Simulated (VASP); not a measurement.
## B: single point with B3LYP

B:

```
B
1.0
     2.37698    0.00000    0.00000
     0.00000    2.37698    0.00000
     0.00000    0.00000    1.60666
B
1
Direct
  0.50000 0.50000 0.50000
```

```
Program             : VASP 6.6.1
Task                : single point
Functional          : B3LYP
Potentials or basis : VASP PAW PBE potentials, release 64 (B)
Cutoff              : 520 eV
k mesh              : 6 × 6 × 8
Occupations         : fermi-dirac, width 0.05 eV
Spin                : no spin polarisation
```

The pressure is -4.5 GPa.

Stress tensor (GPa, compression positive):
```
  8.77   0.00   0.00
  0.00   8.77   0.00
  0.00   0.00 -31.08
```

Levels at points of the mesh, in eV from the Fermi level:
| k point | band 1 | band 2 | band 3 | band 4 |
| --- | --- | --- | --- | --- |
| (0.00, 0.00, 0.00) | -15.08 | 5.66 | 5.66 | 15.68 |
| (0.50, 0.00, 0.00) | -10.31 | -7.69 | 7.50 | 21.02 |
| (0.50, 0.50, 0.00) | -5.42 | -4.34 | -4.34 | 6.58 |
| (0.00, 0.00, 0.50) | -6.70 | 2.53 | 14.89 | 14.89 |
| (0.50, 0.00, 0.50) | -4.68 | 5.69 | 8.02 | 12.18 |
| (0.50, 0.50, 0.50) | -2.99 | 8.08 | 8.08 | 14.44 |

Wall time 53 s on 1 thread of Intel(R) Xeon(R) 6975P-C (Granite Rapids), on a shared host, peak memory 0.11 GiB.

Caveat: the k points lie up to 0.49 Å⁻¹ apart; the PAW data sets were made with another functional, which shifts forces and pressure a little.
